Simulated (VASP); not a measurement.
A run of VASP 6.6.1 is set up as follows.

File INCAR:

```
SYSTEM = MgO
PREC = Accurate ; ENCUT = 520
EDIFF = 1E-7 ; ISMEAR = 0
SIGMA = 0.05 ; LREAL = .False.
LASPH = .True. ; NELM = 60
ALGO = Normal ; ISIF = 2
LWAVE = .False. ; LCHARG = .False.
GGA = PS ; NBANDS = 16
```

File KPOINTS:

```
regular mesh
0
Gamma
  9 9 6
  0 0 0
```

Contents of POSCAR:

```
MgO
1.0
    3.5735373093      0.0000000000      0.0000000000
   -1.7867686547      3.0947740912      0.0000000000
    0.0000000000      0.0000000000      4.2824922505
Mg O
2 2
Direct
    0.6666666667      0.3333333333      0.7500000000
    0.3333333333      0.6666666667      0.2500000000
    0.6666666667      0.3333333333      0.2500000000
    0.3333333333      0.6666666667      0.7500000000
```

Potentials or basis: VASP PAW PBE potentials, release 64 (Mg, O).

Run with:

```sh
$ cat potpaw_PBE.64/Mg/POTCAR potpaw_PBE.64/O/POTCAR > POTCAR
$ mpirun -np 1 vasp_std > vasp.out
```

Estimate the pressure.

-7.9 GPa.

Predict the band gap on the k mesh.

2.95 eV, direct.

Stress tensor (GPa, compression positive):
```
-7.80  0.00  0.00
 0.00 -7.80  0.00
 0.00  0.00 -8.18
```

Caveat: the cell differs from its parent crystal (strain +0.025 along x and y, +0.025 along z); the PAW data sets were made with another functional, which shifts forces and pressure a little.
